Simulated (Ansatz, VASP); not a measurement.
# Li2Se in VASP and in Ansatz

Contents of INCAR:

```
SYSTEM = Li2Se
PREC = Accurate ; ENCUT = 750
EDIFF = 1E-6 ; ISMEAR = 0
SIGMA = 0.01 ; LREAL = .FALSE.
LASPH = .TRUE. ; NELM = 120
ALGO = Normal ; ISIF = 2
LWAVE = .FALSE. ; LCHARG = .FALSE.
GGA = PE ; NBANDS = 13
GGA_COMPAT = .FALSE.
```

Contents of KPOINTS:

```
regular mesh
0
G
  6 6 6
  0 0 0
```

POSCAR

```
Li2Se
1.0
    0.0000000000      2.9421208441      2.9421208441
    2.9421208441      0.0000000000      2.9421208441
    2.9421208441      2.9421208441      0.0000000000
Se Li
1 2
Direct
    0.0000000000      0.0000000000      0.0000000000
    0.2500000000      0.2500000000      0.2500000000
    0.7500000000      0.7500000000      0.7500000000
```

Input for Ansatz:

```yaml
crystal:
  lattice:
    - [0.0, 2.9421208441, 2.9421208441]
    - [2.9421208441, 0.0, 2.9421208441]
    - [2.9421208441, 2.9421208441, 0.0]
  atoms:
    - { symbol: Se, position: [0.0, 0.0, 0.0] }
    - { symbol: Li, position: [0.25, 0.25, 0.25] }
    - { symbol: Li, position: [0.75, 0.75, 0.75] }
kpoints:
  mp_grid: { grid: [6, 6, 6] }
hamiltonian:
  xc: pbe
scf:
  occupations: { method: fixed }
  n_extra_bands: 4
output:
  forces: true
  stress: true
  eigenvalues: true
```

Alike in both runs: task single point; functional PBE; k mesh 6 × 6 × 6; no spin polarisation.

|  | VASP | Ansatz |
| --- | --- | --- |
| version | VASP 6.6.1 | Ansatz 0.2.0 |
| potentials or method | VASP PAW PBE potentials, release 64 (Se, Li_sv) | plane waves, PAW |
| plane-wave cutoff (eV) | 750 | 420 |
| occupations | gaussian, width 0.01 eV | fixed |
| valence electrons in the cell | 12 | 22 |

Ansatz gave:

| Item | Value |
| --- | --- |
| gap on the k mesh at the Fermi level (eV) | 2.93 |
| pressure (GPa) | 2.3 |

Task: What did VASP give for the same quantities?

Result: gap on the k mesh at the Fermi level (eV): 2.92; pressure (GPa): 2.3.

VASP's potentials hold 12 valence electrons a cell and Ansatz's 22, so a difference there can come from the potentials and not from the codes.
